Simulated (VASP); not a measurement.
Input of a VASP 6.6.1 run:

INCAR

```
SYSTEM = CaIn2Re2
PREC = Accurate
ENCUT = 520
EDIFF = 1E-7
ISMEAR = -1
SIGMA = 0.1
LREAL = .FALSE.
LASPH = .TRUE.
NELM = 60
ALGO = Normal
ISIF = 2
LWAVE = .FALSE.
LCHARG = .FALSE.
GGA = PE
NBANDS = 61
```

KPOINTS

```
Automatic mesh
0
G
  10 10 2
  0 0 0
```

POSCAR

```
CaIn2Re2
1.0
    3.9789909888     -0.0000002887      0.0000000000
   -1.9894952444      3.4459074220      0.0000000000
    0.0000000000      0.0000000000     17.0029310000
In Re Ca
4 4 2
Direct
    0.3333333333      0.6666666667      0.1692223351
    0.6666666667      0.3333333333      0.6692223351
    0.3333333333      0.6666666667      0.3307776649
    0.6666666667      0.3333333333      0.8307776649
    0.3333333333      0.6666666667      0.5890681540
    0.6666666667      0.3333333333      0.0890681540
    0.3333333333      0.6666666667      0.9109318460
    0.6666666667      0.3333333333      0.4109318460
    0.0000000000      0.0000000000      0.0000000000
    0.0000000000      0.0000000000      0.5000000000
```

Potentials or basis: VASP PAW PBE potentials, release 64 (In_d, Re, Ca_sv).

Launch:

```console
$ cat potpaw_PBE.64/In_d/POTCAR potpaw_PBE.64/Re/POTCAR potpaw_PBE.64/Ca_sv/POTCAR > POTCAR
$ mpirun -np 1 vasp_std > vasp.out
```

(1) What does it give for the band gap on the k mesh?

(2) Predict the pressure.

Answers

(1) zero (bands 50 and 51 overlap by 0.33 eV).

(2) 7.5 GPa.

Caveat: the cell stands under pressure; spin-orbit coupling is left out, which moves the levels of the heavy elements.
